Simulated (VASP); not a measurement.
# H12C4Cl3 in VASP: notebook

The runs below take H12C4Cl3 through single point, relaxation of the atoms, with PBE+D3(BJ).

Program: VASP 6.6.1. These are calculated values, not measurements. Logs are shortened: lines on timing, memory, paths and dates and some standing lists are left out, and cuts for length are marked.

### Step 1. The cell of the first run

The cell holds an amorphous packing of atoms, 38 atoms: a = 8.338 Å, b = 8.338 Å, c = 8.338 Å, α = 90.00°, β = 90.00°, γ = 90.00°.

### Step 2. Single point, PBE+D3(BJ)

INCAR

```
SYSTEM = H12C4Cl3
PREC     = Accurate       ! precision mode
ENCUT    = 520            ! plane-wave cutoff, eV
EDIFF    = 1E-7           ! SCF threshold, eV
ISMEAR   = -1             ! smearing method
SIGMA    = 0.05           ! smearing width, eV
LREAL    = Auto         
LASPH    = .TRUE.         ! aspherical terms in the spheres
NELM     = 100            ! most SCF steps
ALGO     = Normal         ! electronic algorithm
ISIF     = 2              ! what is computed and relaxed
LWAVE    = .FALSE.        ! write WAVECAR
LCHARG   = .FALSE.        ! write CHGCAR
GGA      = PE             ! functional
IVDW     = 12             ! dispersion correction
NBANDS   = 74             ! bands
```

KPOINTS

```
Automatic mesh
0
G
  1 1 1
  0 0 0
```

POSCAR

```
H12C4Cl3
1.0
    8.3376330000      0.0000000000      0.0000000000
    0.0000000000      8.3376330000      0.0000000000
    0.0000000000      0.0000000000      8.3376330000
C H Cl
8 24 6
Direct
    0.2473123967      0.0285332780      0.1662342298
    0.2213697820      0.2149410990      0.1887825957
    0.1538806038      0.5645127340      0.6774104833
    0.6685350626      0.6469581954      0.0134810443
    0.7039647823      0.9752168271      0.5262044995
    0.1687529302     -0.0169832373      0.5837747956
    0.6395460198      0.3649117201      0.5502281043
    0.0762686484      0.6164699262      0.0935517310
    0.2275705827     -0.0379244325      0.2764453652
    0.1502704665     -0.0153760666      0.0793390642
    0.3606179356     -0.0097989441      0.1283097973
    0.2026714296      0.2609373668      0.0710633342
    0.1090237481      0.2388327718      0.2544966899
    0.3243366553      0.2816027043      0.2444338819
    0.2392405614      0.6264008022      0.7547945562
    0.2033550769      0.5354517283      0.5580720571
    0.0289530614      0.6113245810      0.6593358091
    0.7836036918      0.5888721655      0.0324432606
    0.5895678066      0.5854659230     -0.0639030286
    0.7040367452      0.7704464804     -0.0131452176
    0.6117563582      1.0216568659      0.4401009255
    0.7915555890      1.0702917723      0.5404291602
    0.7665245040      0.8587928972      0.4709969844
    0.1269904780      0.1030988051      0.5599310980
    0.2962351545     -0.0169112745      0.5929980367
    0.1299889309     -0.1134254770      0.5085975840
    0.7108852117      0.3746027200      0.4395731978
    0.7078028021      0.3105797533      0.6529790889
    0.5414366404      0.2808351003      0.5255088584
    0.0466079522      0.7182853935      0.0126774589
    0.2092200508      0.6246497057      0.1158602208
    0.0335706789      0.5037041088      0.0456244596
    0.1346905051      0.3756941568      0.7788541424
    0.5697180483      0.6451111485      0.1954271674
    0.5854059539      0.9380599986      0.7058717984
    0.1059413385     -0.0641548986      0.7878614950
    0.5718769344      0.5569926141      0.6129677332
   -0.0388359622      0.6365835484      0.2761455200
```

Potentials or basis: VASP PAW PBE potentials, release 64 (C, H, Cl).

Run with:

```sh
> cat potpaw_PBE.64/C/POTCAR potpaw_PBE.64/H/POTCAR potpaw_PBE.64/Cl/POTCAR > POTCAR
> mpirun -np 1 vasp_gam > vasp.out
```

OUTCAR:

```text
SYSTEM = H12C4Cl3
   PREC = Accurate
   ENCUT = 520
   EDIFF = 1E-7
   ISMEAR = -1
   LREAL = Auto
   LASPH = .TRUE.
   NELM = 100
   ISIF = 2
   GGA = PE
   IVDW = 12
 IVDW          = 12

 ion  position               nearest neighbor table
   1  0.247  0.029  0.166-  11 1.05   9 1.09  10 1.15   2 1.58
   2  0.221  0.215  0.189-  12 1.07  13 1.10  14 1.12   1 1.58
   3  0.154  0.565  0.677-  15 1.09  16 1.10  17 1.12  33 1.79
   4  0.669  0.647  0.013-  19 1.05  18 1.09  20 1.09  34 1.73
   5  0.704  0.975  0.526-  22 1.08  21 1.12  23 1.19  35 1.82
   6  0.169  0.983  0.584-  25 1.07  26 1.07  24 1.08  36 1.82
   7  0.640  0.365  0.550-  29 1.10  27 1.10  28 1.12  37 1.78
   8  0.076  0.616  0.094-  32 1.08  30 1.11  31 1.13  38 1.81
   9  0.228  0.962  0.276-   1 1.09
  10  0.150  0.985  0.079-   1 1.15
  11  0.361  0.990  0.128-   1 1.05
  12  0.203  0.261  0.071-   2 1.07
  13  0.109  0.239  0.254-   2 1.10
  14  0.324  0.282  0.244-   2 1.12
[... 22 lines left out ...]
  37  0.572  0.557  0.613-   7 1.78
  38  0.961  0.637  0.276-   8 1.81

  LATTYP: Found a simple cubic cell.
 ALAT       =     8.3376330000

  Lattice vectors:

 A1 = (   8.3376330000,   0.0000000000,   0.0000000000)
 A2 = (   0.0000000000,   8.3376330000,   0.0000000000)
 A3 = (   0.0000000000,   0.0000000000,   8.3376330000)

Analysis of symmetry for initial positions (statically):
=====================================================================
 Subroutine PRICEL returns:
 Original cell was already a primitive cell.

 Routine SETGRP: Setting up the symmetry group for a
 simple cubic supercell.

 Subroutine GETGRP returns: Found  1 space group operations
 (whereof  1 operations were pure point group operations)
 out of a pool of 48 trial point group operations.

The static configuration has the point symmetry C_1 .

Analysis of symmetry for dynamics (positions and initial velocities):
=====================================================================
 Subroutine PRICEL returns:
 Original cell was already a primitive cell.

 Routine SETGRP: Setting up the symmetry group for a
 simple cubic supercell.

 Subroutine GETGRP returns: Found  1 space group operations
 (whereof  1 operations were pure point group operations)
 out of a pool of 48 trial point group operations.

The dynamic configuration has the point symmetry C_1 .

 Subroutine INISYM returns: Found  1 space group operations
 (whereof  1 operations are pure point group operations),
 and found     1 'primitive' translations

----------------------------------------------------------------------------------------

                                     Primitive cell

  volume of cell :     579.5999

  direct lattice vectors                    reciprocal lattice vectors
     8.337633000  0.000000000  0.000000000     0.119938117  0.000000000  0.000000000
     0.000000000  8.337633000  0.000000000     0.000000000  0.119938117  0.000000000
     0.000000000  0.000000000  8.337633000     0.000000000  0.000000000  0.119938117

  length of vectors
     8.337633000  8.337633000  8.337633000     0.119938117  0.119938117  0.119938117

  position of ions in fractional coordinates (direct lattice)
     0.247312397  0.028533278  0.166234230
     0.221369782  0.214941099  0.188782596
     0.153880604  0.564512734  0.677410483
     0.668535063  0.646958195  0.013481044
     0.703964782  0.975216827  0.526204499
     0.168752930  0.983016763  0.583774796
[... 30 lines left out ...]
     0.571876934  0.556992614  0.612967733
     0.961164038  0.636583548  0.276145520

  ion indices of the primitive-cell ions
   primitive index   ion index
                 1           1
                 2           2
                 3           3
                 4           4
                 5           5
                 6           6
[... 30 lines left out ...]
                37          37
                38          38

----------------------------------------------------------------------------------------

 KPOINTS: Automatic mesh

Automatic generation of k-mesh.
[... 45 lines left out ...]
   TEBEG  =    0.0;   TEEND  =   0.0 temperature during run
   PSTRESS=    0.0 pullay stress
   NELECT =      98.0000    total number of electrons
   NUPDOWN=      -1.0000    fix difference up-down
   EMIN   =  10.00;   EMAX   =-10.00  energy-range for DOS
   EFERMI =   0.00;   METHOD = LEGACY
   ISMEAR =    -1;   SIGMA  =   0.05  broadening in eV -4-tet -1-fermi 0-gaus
   EFERMI_NEDOS =   21; number of points for ismear=-14 and -15
   IALGO  =     38    algorithm
   IMIX   =      4    mixing-type and parameters
     AMIX     =   0.40;   BMIX     =  1.00
     AMIX_MAG =   1.60;   BMIX_MAG =  1.00
  volume/ion in A,a.u.               =      15.25       102.93
  Fermi-wavevector in a.u.,A,eV,Ry     =   0.905262  1.710696 11.149954  0.819498
  Thomas-Fermi vector in A             =   2.028808
   LORBIT       =      0    0 simple, 1 ext, 2 COOP (PROOUT), +10 PAW based schemes
   GGA     = PE    functional components
   LHFCALC =     F    Hartree Fock is set to
   AEXX    =    0.0000 exact exchange contribution
   IVDW    =    12    specifies the selected vdW correction
   LEPSILON=     F    determine dielectric tensor
   LRPA    =     F    only Hartree local field effects (RPA)
 non-spin polarized calculation
  energy-cutoff  :      520.00
  volume of cell :      579.60
 maximum number of plane-waves:      7758
 NGX is ok and might be reduce to    64
   NGX = 31   NGY = 31   NGZ = 31

 number of electron      98.0000000 magnetization

 Free energy of the ion-electron system (eV)
  ---------------------------------------------------
  ext. energy  EPLUGINS =         0.00000000
  ---------------------------------------------------
  free energy    TOTEN  =      -174.22819076 eV

  energy without entropy =     -174.22819076  energy(sigma->0) =     -174.22819076

 E-fermi :  -2.0397     XC(G=0):  -6.2081

 val. band max:       -3.2588575304   @ k =   0.0000   0.0000   0.0000
 cond. band min:       2.1626418230   @ k =   0.0000   0.0000   0.0000
 fundamental gap:      5.4214993534
 Fermi energy:        -2.0396770824

 k-point     1 :       0.0000    0.0000    0.0000
  band No.  band energies     occupation
      1     -18.0940      2.00000
      2     -17.9244      2.00000
      3     -17.8495      2.00000
      4     -17.7474      2.00000
      5     -17.7360      2.00000
      6     -17.6511      2.00000
[... 53 lines left out ...]
     60       4.3913      0.00000
     61       4.4125      0.00000
 [bands above 61 left out]

------------------------ aborting loop because EDIFF is reached ----------------------------------------

 Edisp (eV)   -1.76175

 E8    (eV) :    -0.4563

  FORCE on cell =-STRESS in cart. coord.  units (eV):
  Direction    XX          YY          ZZ          XY          YZ          ZX
  --------------------------------------------------------------------------------------
  -------------------------------------------------------------------------------------
  Total      -2.14245    -1.88555     2.09202    -0.03721    -0.51218    -1.03963
  in kB      -5.92234    -5.21219     5.78292    -0.10286    -1.41581    -2.87383
  external pressure =       -1.78 kB  Pullay stress =        0.00 kB

 VOLUME and BASIS-vectors are now :
 -----------------------------------------------------------------------------
  energy-cutoff  :      520.00
  volume of cell :      579.60
      direct lattice vectors                 reciprocal lattice vectors
     8.337633000  0.000000000  0.000000000     0.119938117  0.000000000  0.000000000
     0.000000000  8.337633000  0.000000000     0.000000000  0.119938117  0.000000000
     0.000000000  0.000000000  8.337633000     0.000000000  0.000000000  0.119938117

 POSITION                                       TOTAL-FORCE (eV/Angst)
 -----------------------------------------------------------------------------------
      2.06200      0.23790      1.38600        -2.849374      0.971767      0.254695
      1.84570      1.79210      1.57400         0.618867     -1.183476      0.555068
      1.28300      4.70670      5.64800        -0.647387     -0.753577     -0.611521
      5.57400      5.39410      0.11240         1.396559      0.712585      0.557762
      5.86940      8.13100      4.38730        -0.468809     -1.530224     -1.577277
      1.40700      8.19603      4.86730        -0.100970     -0.045994      1.390649
[... 30 lines left out ...]
      4.76810      4.64400      5.11070         0.053502     -0.091812     -0.268535
      8.01383      5.30760      2.30240         0.548149      0.219242      0.055848
 -----------------------------------------------------------------------------------
    total drift:                               -0.013786     -0.020888     -0.010702

  FREE ENERGIE OF THE ION-ELECTRON SYSTEM (eV)
  ---------------------------------------------------
  free  energy   TOTEN  =      -175.9899418348 eV

  energy  without entropy=     -175.9899418347  energy(sigma->0) =     -175.98994183
```

Run time: 88 s. Hardware: 1 thread of Intel Xeon Platinum 8488C (Sapphire Rapids), shared host; peak memory 0.53 GiB.

What came out:

```yaml
Free_energy: -175.9899 eV
Pressure: -0.2 GPa
Largest_force: 3.021 eV/Å
Band_gap_on_the_k_mesh: 5.42 eV
Dispersion_energy_per_atom: -0.046 eV
```

Forces on the atoms (eV/Å):
```
C   -2.849  0.972  0.255
C    0.619 -1.183  0.555
C   -0.647 -0.754 -0.612
C    1.397  0.713  0.558
C   -0.469 -1.530 -1.577
C   -0.101 -0.046  1.391
C    0.483 -0.845  0.565
C    0.409  0.963  0.186
H   -0.238 -0.131  0.521
H    1.109  0.342  0.828
H    1.694 -0.145 -0.963
H    0.043  0.678 -0.925
H    0.263 -0.057  0.151
H   -0.591 -0.490 -0.177
H   -0.337  0.679 -0.352
H    0.085  0.292  0.309
H    1.030  0.133  0.510
H    0.018 -0.643 -0.216
H   -0.353 -0.305 -1.444
H   -0.572  0.075 -0.538
H    0.643 -0.505  0.204
H    0.301  0.048  0.602
H   -1.250  1.755  1.238
H   -0.400  0.258 -0.389
H    1.071  0.025 -0.118
H   -0.533 -0.326 -0.650
H    0.092  0.206  0.300
H   -0.167  0.462 -0.735
H   -0.377  0.344  0.083
H   -0.107 -0.454  0.351
H   -0.817 -0.410  0.150
H    0.410 -0.240 -0.341
Cl  -0.208 -0.664 -0.153
Cl  -0.972  0.066  1.604
Cl   0.818  0.233 -0.542
Cl  -0.098  0.356 -0.414
Cl   0.054 -0.092 -0.269
Cl   0.548  0.219  0.056
```

Stress tensor (GPa, compression positive):
```
-0.59 -0.01 -0.29
-0.01 -0.52 -0.14
-0.29 -0.14  0.58
```

Caveat: the k points lie up to 0.75 Å⁻¹ apart.

### Step 3. Relaxation of the atoms, PBE+D3(BJ)

INCAR

```
PREC     = Accurate       # precision mode
ENCUT    = 520            # plane-wave cutoff, eV
EDIFF    = 1E-6           # SCF threshold, eV
ISMEAR   = -1             # smearing method
SIGMA    = 0.05           # smearing width, eV
LREAL    = Auto         
LASPH    = T              # aspherical terms in the spheres
NELM     = 60             # most SCF steps
ALGO     = Normal         # electronic algorithm
ISIF     = 2              # what is computed and relaxed
LWAVE    = F              # write WAVECAR
LCHARG   = F              # write CHGCAR
GGA      = PE             # functional
IVDW     = 12             # dispersion correction
IBRION   = 2              # ionic algorithm
NSW      = 35             # ionic steps
EDIFFG   = -0.3           # ionic threshold
```

KPOINTS

```
regular mesh
0
Gamma
  1 1 1
```

POSCAR

```
H12C4Cl3
1.0
    8.3376330000      0.0000000000      0.0000000000
    0.0000000000      8.3376330000      0.0000000000
    0.0000000000      0.0000000000      8.3376330000
C H Cl
8 24 6
Direct
    0.2076577000      0.0421668000      0.2846698000
    0.1999959000      0.1965010000      0.1869396000
    0.0928297000      0.5958906000      0.7103271000
    0.6711909000      0.5091834000      0.0531427000
    0.7684937000      0.9675234000      0.5090200000
    0.2352169000      0.0125752000      0.6209920000
    0.6488563000      0.3291957000      0.5025772000
    0.0238384000      0.7208552000      0.0633044000
    0.2943911000      0.0522474000      0.3824250000
    0.0911412000      0.0137402000      0.3375492000
    0.2433969000     -0.0594644000      0.2100091000
    0.1132624000      0.1864204000      0.0891844000
    0.1642567000      0.2981322000      0.2616003000
    0.3165124000      0.2249276000      0.1340602000
    0.2222038000      0.5857101000      0.7241510000
    0.0604421000      0.5857632000      0.5843078000
    0.0516787000      0.7102105000      0.7579713000
    0.6122097000      0.4015014000      0.0088910000
    0.6791784000      0.5980724000     -0.0420799000
    0.7905576000      0.4798979000      0.0970331000
    0.7179784000      1.0560215000      0.4274804000
    0.8701494000      1.0186025000      0.5729685000
    0.8061709000      0.8618003000      0.4424206000
    0.2398591000      0.1406268000      0.5962195000
    0.3497899000     -0.0427294000      0.5918916000
    0.1398411000     -0.0429632000      0.5513405000
    0.7621903000      0.2970640000      0.5587499000
    0.5744416000      0.2229536000      0.4881732000
    0.6706861000      0.3845212000      0.3864095000
    0.0239621000      0.8385524000      0.0069149000
    0.1307597000      0.6545726000      0.0285646000
   -0.0830694000      0.6546799000      0.0283195000
   -0.0009092000      0.4380600000      0.8186983000
    0.5564038000      0.5898996000      0.2136127000
    0.6193831000      0.9106874000      0.6503618000
    0.1951947000     -0.0163149000      0.8283694000
    0.5468682000      0.4686202000      0.6274813000
    0.0236082000      0.7456361000      0.2750298000
```

Potentials or basis: VASP PAW PBE potentials, release 64 (C, H, Cl).

Run with:

```sh
> cat potpaw_PBE.64/C/POTCAR potpaw_PBE.64/H/POTCAR potpaw_PBE.64/Cl/POTCAR > POTCAR
> mpirun -np 1 vasp_gam > vasp.out
```

It took 14 min on 1 thread of Intel Xeon Platinum 8488C (Sapphire Rapids), shared host; peak memory 0.63 GiB.

It converged, with:

| Quantity | Value |
| --- | --- |
| Free energy | -176.8868 eV |
| Energy gained by relaxing | 28.1 meV/atom |
| Ionic steps | 19 |
| Pressure after relaxing | 0.2 GPa |
| Largest force after relaxing | 0.199 eV/Å |
| Band gap on the k mesh | 5.69 eV |
| Dispersion energy per atom | -0.046 eV |

Forces in eV/Å, atoms in the order of the input:
```
C    0.007  0.047  0.067
C    0.081 -0.094  0.103
C    0.005  0.058  0.009
C    0.006 -0.042 -0.029
C    0.029  0.010 -0.025
C    0.059  0.057 -0.049
C   -0.013 -0.017 -0.010
C    0.071  0.045  0.071
H    0.096  0.023 -0.032
H   -0.110 -0.012 -0.036
H    0.068  0.061 -0.176
H   -0.011  0.077  0.062
H    0.000  0.084 -0.026
H   -0.079 -0.004  0.039
H    0.051  0.011  0.007
H   -0.021 -0.001 -0.060
H    0.000  0.023 -0.013
H   -0.069 -0.062 -0.035
H   -0.038 -0.003 -0.052
H   -0.022 -0.022  0.017
H    0.022 -0.048 -0.028
H    0.045  0.030 -0.005
H   -0.012 -0.098 -0.011
H   -0.005  0.002  0.029
H    0.011  0.008 -0.048
H   -0.040 -0.067 -0.023
H    0.044  0.007  0.042
H   -0.046  0.018  0.025
H   -0.019  0.002 -0.032
H   -0.031  0.025 -0.080
H    0.107  0.005 -0.023
H    0.018  0.030  0.050
Cl  -0.021 -0.108  0.011
Cl  -0.113  0.060  0.023
Cl  -0.033  0.039  0.098
Cl   0.013 -0.080  0.035
Cl  -0.034  0.107  0.026
Cl  -0.017 -0.172  0.082
```

Stress tensor (GPa, compression positive):
```
 0.17  0.01 -0.14
 0.01  0.12  0.12
-0.14  0.12  0.41
```

The path:
```tsv
step	energy change (eV)	largest force (eV/Å)	pressure (GPa)
1	0.0000	1.2364	1.51
2	-0.1177	1.3217	0.90
3	-0.1182	1.4303	0.86
4	-0.1893	0.9712	0.72
5	-0.3022	0.5090	0.34
6	-0.3079	0.6228	0.24
7	-0.3852	0.5859	0.35
8	-0.4643	0.9031	0.64
9	-0.5396	0.6639	0.66
10	-0.6404	0.9619	0.72
11	-0.7195	0.7619	0.60
12	-0.7755	1.0226	0.39
13	-0.8607	0.7381	0.22
14	-0.9606	0.4474	-0.27
15	-0.9960	0.3965	-0.13
16	-1.0266	0.7691	0.17
17	-1.0521	0.3303	0.25
18	-1.0590	0.3339	0.31
19	-1.0669	0.1990	0.23
```

Final structure:
```
C H Cl
1.0
     8.33763    0.00000    0.00000
     0.00000    8.33763    0.00000
     0.00000    0.00000    8.33763
C H Cl
8 24 6
Direct
  0.22093 0.05934 0.25811
  0.20445 0.22136 0.17310
  0.09251 0.58498 0.69719
  0.65705 0.50598 0.05008
  0.77892 0.95557 0.51124
  0.22851 0.01520 0.64138
  0.64462 0.33532 0.51241
  0.02327 0.70910 0.07728
  0.31593 0.06232 0.34926
  0.11015 0.02657 0.32126
  0.25001 0.95861 0.17848
  0.11219 0.21793 0.07946
  0.17222 0.31477 0.26004
  0.31741 0.25720 0.11492
  0.22205 0.58125 0.71603
  0.06586 0.59168 0.56907
  0.03907 0.68708 0.75983
  0.59498 0.39873 0.00794
  0.67716 0.58737 0.94925
  0.77084 0.47395 0.10725
  0.72357 0.03689 0.42447
  0.88525 0.01176 0.56359
  0.80952 0.84228 0.45343
  0.22651 0.14293 0.61121
  0.34055 0.95910 0.60284
  0.12580 0.95423 0.58796
  0.75589 0.30338 0.57357
  0.56559 0.23094 0.50362
  0.66933 0.38592 0.39398
  0.02138 0.83980 0.07519
  0.13946 0.66336 0.03854
  0.92703 0.65827 0.00437
  0.00863 0.40464 0.77583
  0.53463 0.60466 0.19484
  0.64048 0.91922 0.66940
  0.21726 0.99687 0.85412
  0.54624 0.48513 0.62790
  0.99538 0.64768 0.28068
```

Levels at points of the mesh, in eV from the valence-band top:
```csv
k point,band 45,band 46,band 47,band 48,band 49,band 50,band 51,band 52,band 53,band 54
"(0.00, 0.00, 0.00)",-0.15,-0.07,-0.05,0.00,0.00,5.69,6.01,6.04,6.36,6.62
```

Caveat: the k points lie up to 0.75 Å⁻¹ apart; the relaxation stopped at a loose force limit of 0.3 eV/Å, so its end isn't a converged minimum.
